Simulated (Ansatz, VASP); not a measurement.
One calculation of Al, two programs

```
CELL_PARAMETERS angstrom
-1.59122 1.59122 1.59122
1.59122 -1.59122 1.59122
1.59122 1.59122 -1.59122
ATOMIC_POSITIONS crystal
Al 0.00000 0.00000 0.00000
```

Alike in both runs: task single point; functional r2SCAN50; k mesh 6 × 6 × 6; occupations fermi-dirac, width 0.05 eV; no spin polarisation.

```csv
,VASP,Ansatz
version,VASP 6.6.1,Ansatz 0.2.0
potentials or method,"VASP PAW PBE potentials, release 64 (Al)",Ansatz PAW
plane-wave cutoff (eV),520,500
valence electrons in the cell,3,3
```

|  | VASP | Ansatz | Ansatz less VASP |
| --- | --- | --- | --- |
| gap on the k mesh at the Fermi level (eV) | none | none | - |
| pressure (GPa) | 1.7 | 1.8 | +0.07 |

VASP's potentials were made for PBE, not for r2SCAN50. A gap of «none» marks a metal or a gap that the smearing closes.

The k mesh is coarse, so the values compare programs but aren't converged.
